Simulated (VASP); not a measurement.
# VCrC2 (R-3m) in VASP: further runs

Runs on VCrC2. Level: PBEsol. Tasks: single point.

Everything below comes from runs of VASP 6.6.1. Logs are shortened: lines on timing, memory, paths and dates and some standing lists are left out, and cuts for length are marked.

### 1 The cell of the first run

It takes space group R-3m (No. 166, trigonal). The conventional cell has a = 2.921 Å, b = 2.921 Å, c = 14.218 Å, α = 90.00°, β = 90.00°, γ = 120.00°. Within 2.7 Å of Cr (site symmetry -3m) lie 6 C at 2.05 Å. Within 2.7 Å of V (site symmetry -3m) lie 6 C at 2.07 Å. C (site symmetry 3m) has 3 Cr at 2.05 Å and 3 V at 2.07 Å within 2.7 Å.

### 2 Single point, PBEsol, collinear spin, zero start

The input, INCAR:

```
PREC     = Accurate       # precision mode
ENCUT    = 520            # plane-wave cutoff, eV
EDIFF    = 1E-6           # SCF threshold, eV
ISMEAR   = -1             # smearing method
SIGMA    = 0.05           # smearing width, eV
LREAL    = F              # projectors in reciprocal space
LASPH    = T              # aspherical terms in the spheres
NELM     = 150            # most SCF steps
ALGO     = Normal         # electronic algorithm
ISIF     = 2              # what is computed and relaxed
LWAVE    = F              # write WAVECAR
LCHARG   = F              # write CHGCAR
ISPIN    = 2              # spin polarisation
MAGMOM   = 0 0 0 0        # initial moments
LORBIT   = 11             # projections on sites
NUPDOWN  = 0.0            # fixed moment
LMAXMIX  = 4              # l up to which the mixer works
GGA      = PS             # functional
NBANDS   = 28             # bands
```

The input, KPOINTS:

```
Automatic mesh
0
Gamma
  9 9 9
```

The input, POSCAR:

```
VCrC2
1.0
    1.4606320425      0.8432963029      4.7393853233
   -1.4606320425      0.8432963029      4.7393853233
    0.0000000000     -1.6865926058      4.7393853233
Cr V C
1 1 2
Direct
    0.5000000000      0.5000000000      0.5000000000
    0.0000000000      0.0000000000      0.0000000000
    0.2487590000      0.2487590000      0.2487590000
    0.7512410000      0.7512410000      0.7512410000
```

Potentials or basis: VASP PAW PBE potentials, release 64 (Cr_pv, V_sv, C).

The run is started by

```bash
$ cat potpaw_PBE.64/Cr_pv/POTCAR potpaw_PBE.64/V_sv/POTCAR potpaw_PBE.64/C/POTCAR > POTCAR
$ mpirun -np 1 vasp_std > vasp.out
```

OUTCAR:

```text
PREC = Accurate
   ENCUT = 520
   EDIFF = 1E-6
   ISMEAR = -1
   LREAL = F
   LASPH = T
   NELM = 150
   ISIF = 2
   ISPIN = 2
   LORBIT = 11
   NUPDOWN = 0.0
   GGA = PS

 ion  position               nearest neighbor table
   1  0.500  0.500  0.500-   3 2.05   4 2.05   3 2.05   3 2.05   4 2.05   4 2.05   2 2.91   2 2.91
                             2 2.91   2 2.91   2 2.91   2 2.91
   2  0.000  0.000  0.000-   4 2.07   3 2.07   4 2.07   4 2.07   3 2.07   3 2.07   1 2.91   1 2.91
                             1 2.91   1 2.91   1 2.91   1 2.91
   3  0.249  0.249  0.249-   1 2.05   1 2.05   1 2.05   2 2.07   2 2.07   2 2.07
   4  0.751  0.751  0.751-   1 2.05   1 2.05   1 2.05   2 2.07   2 2.07   2 2.07

  LATTYP: Found a trigonal (rhomboedric) cell.
 ALAT       =     5.0305434956
 COS(alpha) =     0.8313905832

  Lattice vectors:

 A1 = (   1.4606320425,   0.8432963029,   4.7393853233)
 A2 = (  -1.4606320425,   0.8432963029,   4.7393853233)
 A3 = (   0.0000000000,  -1.6865926058,   4.7393853233)

Analysis of symmetry for initial positions (statically):
=====================================================================
 Subroutine PRICEL returns:
 Original cell was already a primitive cell.

 Routine SETGRP: Setting up the symmetry group for a
 trigonal (rhombohedral) supercell.

 Subroutine GETGRP returns: Found 12 space group operations
 (whereof 12 operations were pure point group operations)
 out of a pool of 12 trial point group operations.

The static configuration has the point symmetry D_3d.

Analysis of symmetry for dynamics (positions and initial velocities):
=====================================================================
 Subroutine PRICEL returns:
 Original cell was already a primitive cell.

 Routine SETGRP: Setting up the symmetry group for a
 trigonal (rhombohedral) supercell.

 Subroutine GETGRP returns: Found 12 space group operations
 (whereof 12 operations were pure point group operations)
 out of a pool of 12 trial point group operations.

The dynamic configuration has the point symmetry D_3d.

Analysis of structural, dynamic, and magnetic symmetry:
=====================================================================
 Subroutine PRICEL returns:
 Original cell was already a primitive cell.

 Routine SETGRP: Setting up the symmetry group for a
 trigonal (rhombohedral) supercell.

 Subroutine GETGRP returns: Found 12 space group operations
 (whereof 12 operations were pure point group operations)
 out of a pool of 12 trial point group operations.

The overall configuration has the point symmetry D_3d.

 Subroutine INISYM returns: Found 12 space group operations
 (whereof 12 operations are pure point group operations),
 and found     1 'primitive' translations

----------------------------------------------------------------------------------------

                                     Primitive cell

  volume of cell :      35.0263

  direct lattice vectors                    reciprocal lattice vectors
     1.460632042  0.843296303  4.739385323     0.342317562  0.197637137  0.070332609
    -1.460632042  0.843296303  4.739385323    -0.342317562  0.197637137  0.070332609
     0.000000000 -1.686592606  4.739385323     0.000000000 -0.395274273  0.070332609

  length of vectors
     5.030543496  5.030543496  5.030543496     0.401482785  0.401482785  0.401482785

  position of ions in fractional coordinates (direct lattice)
     0.500000000  0.500000000  0.500000000
     0.000000000  0.000000000  0.000000000
     0.248759000  0.248759000  0.248759000
     0.751241000  0.751241000  0.751241000

  ion indices of the primitive-cell ions
   primitive index   ion index
                 1           1
                 2           2
                 3           3
                 4           4

----------------------------------------------------------------------------------------

 KPOINTS: Automatic mesh

Automatic generation of k-mesh.
 Grid dimensions read from file:
 generate k-points for:    9    9    9

 Generating k-lattice:

  Cartesian coordinates                     Fractional coordinates (reciprocal lattice)
     0.038035285  0.021959682  0.007814734     0.111111111  0.000000000  0.000000000
    -0.038035285  0.021959682  0.007814734     0.000000000  0.111111111  0.000000000
     0.000000000 -0.043919364  0.007814734     0.000000000  0.000000000  0.111111111

  Length of vectors
     0.044609198  0.044609198  0.044609198

  Shift w.r.t. Gamma in fractional coordinates (k-lattice)
     0.000000000  0.000000000  0.000000000

 Subroutine IBZKPT returns following result:
 ===========================================

 Found     85 irreducible k-points:

 Following reciprocal coordinates:
            Coordinates               Weight
  0.000000  0.000000  0.000000      1.000000
  0.111111 -0.000000 -0.000000      6.000000
  0.222222 -0.000000  0.000000      6.000000
  0.333333 -0.000000  0.000000      6.000000
  0.444444 -0.000000  0.000000      6.000000
  0.111111  0.111111 -0.000000      6.000000
[... 16 lines left out ...]
 -0.333333  0.333333  0.000000      6.000000
  0.444444  0.444444  0.000000      6.000000
 [... further k-points ...]
   k-points           NKPTS =     85   k-points in BZ     NKDIM =     85   number of bands    NBANDS=     28
   number of dos      NEDOS =    301   number of ions     NIONS =      4
   total plane-waves  NPLWV =  64000
   dimension x,y,z NGX =    40 NGY =   40 NGZ =   40
   dimension x,y,z NGXF=    80 NGYF=   80 NGZF=   80
   ions per type =               1   1   2
   NGX,Y,Z   is equivalent  to a cutoff of  13.22, 13.22, 13.22 a.u.
   NGXF,Y,Z  is equivalent  to a cutoff of  26.44, 26.44, 26.44 a.u.
 SYSTEM =  unknown system
   PREC   = accura    normal or accurate (medium, high low for compatibility)
   ISTART =      0    job   : 0-new  1-cont  2-samecut
   ICHARG =      2    charge: 1-file 2-atom 10-const
   ISPIN  =      2    spin polarized calculation?
   LNONCOLLINEAR =      F non collinear calculations
   LSORBIT =      F    spin-orbit coupling
   LASPH  =      T    aspherical Exc in radial PAW
   ENCUT  =  520.0 eV  38.22 Ry    6.18 a.u.   9.35  9.35  9.35*2*pi/ulx,y,z
   NELM   =    150;   NELMIN=  2; NELMDL= -5     # of ELM steps
   EDIFF  = 0.1E-05   stopping-criterion for ELM
   LREAL  =      F    real-space projection
   EDIFFG = 0.1E-04   stopping-criterion for IOM
   NSW    =      0    number of steps for IOM
   IBRION =     -1    ionic relax: 0-MD 1-quasi-New 2-CG
   NFREE  =      0    steps in history (QN), initial steepest desc. (CG)
   ISIF   =      2    stress and relaxation
   ISYM   =      2    0-nonsym 1-usesym 2-fastsym
   POTIM  = 0.5000    time-step for ionic-motion
   TEBEG  =    0.0;   TEEND  =   0.0 temperature during run
   PSTRESS=    0.0 pullay stress
   NELECT =      33.0000    total number of electrons
   NUPDOWN=       0.0000    fix difference up-down
   EMIN   =  10.00;   EMAX   =-10.00  energy-range for DOS
   EFERMI =   0.00;   METHOD = LEGACY
   ISMEAR =    -1;   SIGMA  =   0.05  broadening in eV -4-tet -1-fermi 0-gaus
   EFERMI_NEDOS =   21; number of points for ismear=-14 and -15
   IALGO  =     38    algorithm
   IMIX   =      4    mixing-type and parameters
     AMIX     =   0.40;   BMIX     =  1.00
     AMIX_MAG =   1.60;   BMIX_MAG =  1.00
  volume/ion in A,a.u.               =       8.76        59.09
  Fermi-wavevector in a.u.,A,eV,Ry     =   1.604900  3.032822 35.044592  2.575705
  Thomas-Fermi vector in A             =   2.701332
   LORBIT       =     11    0 simple, 1 ext, 2 COOP (PROOUT), +10 PAW based schemes
   GGA     = PS    functional components
   LHFCALC =     F    Hartree Fock is set to
   AEXX    =    0.0000 exact exchange contribution
   IVDW    =     0    specifies the selected vdW correction
   LEPSILON=     F    determine dielectric tensor
   LRPA    =     F    only Hartree local field effects (RPA)
 spin polarized calculation
  energy-cutoff  :      520.00
  volume of cell :       35.03
 maximum number of plane-waves:       966
 NGX is ok and might be reduce to    40
   NGX = 19   NGY = 19   NGZ = 19

 number of electron      32.9999997 magnetization       0.0000000

 number of electron      32.9999997 magnetization      -0.0000000

 Free energy of the ion-electron system (eV)
  ---------------------------------------------------
  ext. energy  EPLUGINS =         0.00000000
  ---------------------------------------------------
  free energy    TOTEN  =       -39.96895243 eV

  energy without entropy =      -39.93624122  energy(sigma->0) =      -39.95259683

 E-fermi :  11.0110     XC(G=0): -13.7249

 val. band max:       11.0101024374   @ k =   0.4444   0.4444   0.3333
 cond. band min:      11.0143823697   @ k =  -0.3333   0.2222   0.0000
 fundamental gap:      0.0042799323
 Fermi energy:        11.0110359109

 spin component 1

 k-point     1 :       0.0000    0.0000    0.0000
  band No.  band energies     occupation
      1     -53.7338      1.00000
      2     -32.6769      1.00000
      3     -32.5963      1.00000
      4     -32.5963      1.00000
      5     -27.7795      1.00000
      6     -27.5178      1.00000
[... 20 lines left out ...]
     27      19.0594      0.00000
[... 691 lines left out ...]
      6     -27.7217      1.00000
[... 20 lines left out ...]
     27      19.3674      0.00000
     28      22.2498      0.00000

 [... further k-points ...]

 spin component 2

 k-point     1 :       0.0000    0.0000    0.0000
  band No.  band energies     occupation
      1     -53.7338      1.00000
      2     -32.6769      1.00000
      3     -32.5963      1.00000
      4     -32.5963      1.00000
      5     -27.7795      1.00000
      6     -27.5178      1.00000
[... 20 lines left out ...]
     27      19.0593      0.00000
[... 691 lines left out ...]
      6     -27.7217      1.00000
[... 20 lines left out ...]
     27      19.3674      0.00000
     28      22.2498      0.00000

 [... further k-points ...]

------------------------ aborting loop because EDIFF is reached ----------------------------------------

  FORCE on cell =-STRESS in cart. coord.  units (eV):
  Direction    XX          YY          ZZ          XY          YZ          ZX
  --------------------------------------------------------------------------------------
  -------------------------------------------------------------------------------------
  Total       -2.5375933     -2.5375933     -2.4734732      0.0000000      0.0000000     -0.0000000
  in kB     -116.0748974   -116.0748974   -113.1419110      0.0000000      0.0000000     -0.0000000
  external PRESSURE =    -115.0972353 kB  Pullay stress =       0.0000000 kB

 VOLUME and BASIS-vectors are now :
 -----------------------------------------------------------------------------
  energy-cutoff  :      520.00
  volume of cell :       35.03
      direct lattice vectors                 reciprocal lattice vectors
     1.460632042  0.843296303  4.739385323     0.342317562  0.197637137  0.070332609
    -1.460632042  0.843296303  4.739385323    -0.342317562  0.197637137  0.070332609
     0.000000000 -1.686592606  4.739385323     0.000000000 -0.395274273  0.070332609

 POSITION                                       TOTAL-FORCE (eV/Angst)
 -----------------------------------------------------------------------------------
      0.00000      0.00000      7.10908        -0.000000     -0.000000      0.000000
      0.00000      0.00000      0.00000         0.000000     -0.000000     -0.000000
      0.00000      0.00000      3.53689        -0.000000     -0.000000     -0.018900
      0.00000      0.00000     10.68126        -0.000000      0.000000      0.018900
 -----------------------------------------------------------------------------------
    total drift:                                0.000000      0.000000      0.000000

  FREE ENERGIE OF THE ION-ELECTRON SYSTEM (eV)
  ---------------------------------------------------
  free  energy   TOTEN  =       -39.9689524344 eV

  energy  without entropy=      -39.9362412249  energy(sigma->0) =      -39.95259683

 total charge

# of ion       s       p       d       tot
------------------------------------------
    1        0.329   6.454   4.333  11.116
    2        2.266   6.330   3.193  11.790
    3        0.887   1.512   0.000   2.399
    4        0.887   1.512   0.000   2.399
--------------------------------------------------
tot          4.368  15.808   7.526  27.702

 magnetization (x)

# of ion       s       p       d       tot
------------------------------------------
    1        0.000   0.000  -0.000  -0.000
    2       -0.000   0.000   0.000   0.000
    3        0.000   0.000   0.000   0.000
    4        0.000   0.000   0.000   0.000
--------------------------------------------------
tot          0.000   0.000  -0.000   0.000
```

It took 9.8 min on 1 thread of Intel Xeon 8259CL, shared host; peak memory 0.38 GiB.

What came out:

* Free energy: -39.9690 eV
* Pressure: -11.5 GPa
* Largest force: 0.019 eV/Å
* Net moment: 0.00 μB per cell
* Valence electrons inside the program's atomic spheres: Cr 11.12; V 11.79; C 2.40

Forces on the atoms (eV/Å):
```
Cr   0.000  0.000  0.000
V    0.000  0.000  0.000
C    0.000  0.000 -0.019
C    0.000  0.000  0.019
```

Stress tensor (GPa, compression positive):
```
-11.61   0.00   0.00
  0.00 -11.61   0.00
  0.00   0.00 -11.31
```

Caveat: the cell stands under tension; the PAW data sets were made with another functional, which shifts forces and pressure a little; the total moment is fixed, so each spin has its own Fermi level.

### 3 Single point, PBEsol, collinear spin, ferromagnetic start

The input, INCAR:

```
SYSTEM = VCrC2
PREC     = Accurate       ! precision mode
ENCUT    = 520            ! plane-wave cutoff, eV
EDIFF    = 1E-7           ! SCF threshold, eV
ISMEAR   = -1             ! smearing method
SIGMA    = 0.05           ! smearing width, eV
LREAL    = .FALSE.        ! projectors in reciprocal space
LASPH    = .TRUE.         ! aspherical terms in the spheres
NELM     = 150            ! most SCF steps
ALGO     = Normal         ! electronic algorithm
ISIF     = 2              ! what is computed and relaxed
LWAVE    = .FALSE.        ! write WAVECAR
LCHARG   = .FALSE.        ! write CHGCAR
ISPIN    = 2              ! spin polarisation
MAGMOM   = 0.72 0.48 0 0  ! initial moments
LORBIT   = 11             ! projections on sites
NUPDOWN  = 1.2            ! fixed moment
LMAXMIX  = 4              ! l up to which the mixer works
GGA      = PS             ! functional
NBANDS   = 28             ! bands
```

The input, KPOINTS:

```
regular mesh
0
G
  9 9 9
  0 0 0
```

POSCAR is that of step 2.

Potentials or basis: VASP PAW PBE potentials, release 64 (Cr_pv, V_sv, C).

The run is started by

```bash
$ cat potpaw_PBE.64/Cr_pv/POTCAR potpaw_PBE.64/V_sv/POTCAR potpaw_PBE.64/C/POTCAR > POTCAR
$ mpirun -np 1 vasp_std > vasp.out
```

Run time: 12 min. Hardware: 1 thread of Intel Xeon 8259CL, shared host; peak memory 0.38 GiB.

It converged, with:

| Quantity | Value |
| --- | --- |
| Free energy | -39.9527 eV |
| Pressure | -8.4 GPa |
| Largest force | 0.054 eV/Å |
| Net moment | 1.20 μB per cell |
| Site moments | Cr +1.17; V +0.11; C -0.04 μB |
| Valence electrons inside the program's atomic spheres | Cr 11.12; V 11.79; C 2.40 |

Forces on the atoms (eV/Å):
```
Cr   0.000  0.000  0.000
V    0.000  0.000  0.000
C    0.000  0.000 -0.054
C    0.000  0.000  0.054
```

Stress tensor (GPa, compression positive):
```
 -7.02   0.00   0.00
  0.00  -7.02   0.00
  0.00   0.00 -11.02
```

Caveat: the cell stands under tension; the PAW data sets were made with another functional, which shifts forces and pressure a little; the total moment is fixed, so each spin has its own Fermi level and the state may be an excited one.

(Part 1 of 2 ends here.)
